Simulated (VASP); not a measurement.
BAs (CsCl type): single point with PBE

Crystal: BAs (CsCl type).

```xyz
2
Lattice="2.8156 0.0000 0.0000 0.0000 2.8156 0.0000 0.0000 0.0000 2.8156" Properties=species:S:1:pos:R:3 pbc="T T T"
B     0.0000    0.0000    0.0000
As    1.4078    1.4078    1.4078
```

This cell differs from its parent crystal: volume scaled by 0.88.

| Property | Result |
| --- | --- |
| Program | VASP 6.6.1 |
| Task | single point |
| Functional | PBE |
| Potentials or basis | VASP PAW PBE potentials, release 64 (B, As) |
| Cutoff | 520 eV |
| k mesh | 15 × 15 × 15 |
| Occupations | fermi-dirac, width 0.05 eV |
| Spin | no spin polarisation |

```yaml
Pressure: 17.8 GPa
Band_gap_on_the_k_mesh: zero (band 4 reaches 11.39 eV, above the bottom of band 5 at 5.85 eV)
```

Levels at points of the mesh, in eV from the Fermi level:
```tsv
k point	band 1	band 2	band 3	band 4	band 5	band 6	band 7	band 8	band 9
(0.00, 0.00, 0.00)	-17.04	-1.04	-1.04	-1.04	0.89	5.49	5.49	10.66	10.66
```

Wall time 27 s on 1 thread of Intel Xeon 8259CL, with other jobs on the host, peak memory 0.16 GiB.
